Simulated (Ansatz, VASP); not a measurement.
Two plane-wave programs on CaO

Contents of INCAR:

```
  ALGO = Normal
  EDIFF = 1E-6
  ENCUT = 520
  GGA = PE
  ISIF = 2
  ISMEAR = 0
  LASPH = True
  LCHARG = False
  LREAL = False
  LWAVE = False
  NBANDS = 15
  NELM = 100
  PREC = Accurate
  SIGMA = 0.01
```

KPOINTS

```
k-points
0
Gamma
  6 6 6
```

File POSCAR:

```
CaO
1.0
    0.0000000000      2.3975501188      2.3975501188
    2.3975501188      0.0000000000      2.3975501188
    2.3975501188      2.3975501188      0.0000000000
Ca O
1 1
Direct
    0.0000000000      0.0000000000      0.0000000000
    0.5000000000      0.5000000000      0.5000000000
```

Input for Ansatz:

```yaml
crystal:
  lattice:
    - [0.0, 2.3975501188, 2.3975501188]
    - [2.3975501188, 0.0, 2.3975501188]
    - [2.3975501188, 2.3975501188, 0.0]
  atoms:
    - { symbol: Ca, position: [0.0, 0.0, 0.0] }
    - { symbol: O, position: [0.5, 0.5, 0.5] }
kpoints:
  mp_grid: { grid: [6, 6, 6] }
hamiltonian:
  xc: pbe
scf:
  occupations: { method: fixed }
  n_extra_bands: 4
  mixing: { ndim: 30 }
  max_iter: 61
output:
  forces: true
  stress: true
  eigenvalues: true
```

Alike in both runs: task single point; functional PBE; k mesh 6 × 6 × 6; no spin polarisation.

|  | VASP | Ansatz |
| --- | --- | --- |
| version | VASP 6.6.1 | Ansatz 0.2.0 |
| potentials or method | VASP PAW PBE potentials, release 64 (Ca_sv, O) | plane waves |
| plane-wave cutoff (eV) | 520 | 420 |
| occupations | gaussian, width 0.01 eV | fixed |
| valence electrons in the cell | 16 | 16 |

VASP gave:

- gap on the k mesh at the Fermi level (eV): 3.63
- pressure (GPa): 3.1

Task: Estimate Ansatz's values.

Result: gap on the k mesh at the Fermi level (eV): 3.65; pressure (GPa): 2.5.
